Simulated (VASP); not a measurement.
InSb, 2 atoms in the cell. The structure is hexagonal, space group P-6m2 (No. 187). The conventional cell has a = 4.234 Å, b = 4.234 Å, c = 3.829 Å, α = 90.00°, β = 90.00°, γ = 120.00°. Within 4.3 Å of In (site symmetry -6m2) lie 6 Sb at 3.11 Å and 8 In at 3.83 to 4.23 Å. Sb (site symmetry -6m2) has 6 In at 3.11 Å and 8 Sb at 3.83 to 4.23 Å within 4.3 Å. The cell was built from a structure type or drawn by symmetry, and may not be a known phase.

| Quantity | Value |
| --- | --- |
| Program | VASP 6.6.1 |
| Task | single point |
| Functional | PBE |
| Potentials or basis | VASP PAW PBE potentials, release 64 (In_d, Sb) |
| Cutoff | 520 eV |
| k mesh | 6 × 6 × 6 |
| Occupations | gaussian, width 0.1 eV |
| Spin | no spin polarisation |
| Dipole correction | no |
| Further INCAR settings | ALGO = Normal; EDIFF = 1e-06; NBANDS = 16 |

Potentials or basis: VASP PAW PBE potentials, release 64 (In_d, Sb).

Launch:

```bash
$ cat potpaw_PBE.64/In_d/POTCAR potpaw_PBE.64/Sb/POTCAR > POTCAR
$ mpirun -np 1 vasp_std > vasp.out
```

Hardware: 1 thread of Intel(R) Xeon(R) Platinum 8488C (Sapphire Rapids) (shared host).

Q: How long does it take, and how much memory?

A: Run time: 18 s on 1 thread of Intel(R) Xeon(R) Platinum 8488C (Sapphire Rapids) (shared host), peak memory 0.18 GiB. Counts: scf iterations 12, k points 28.
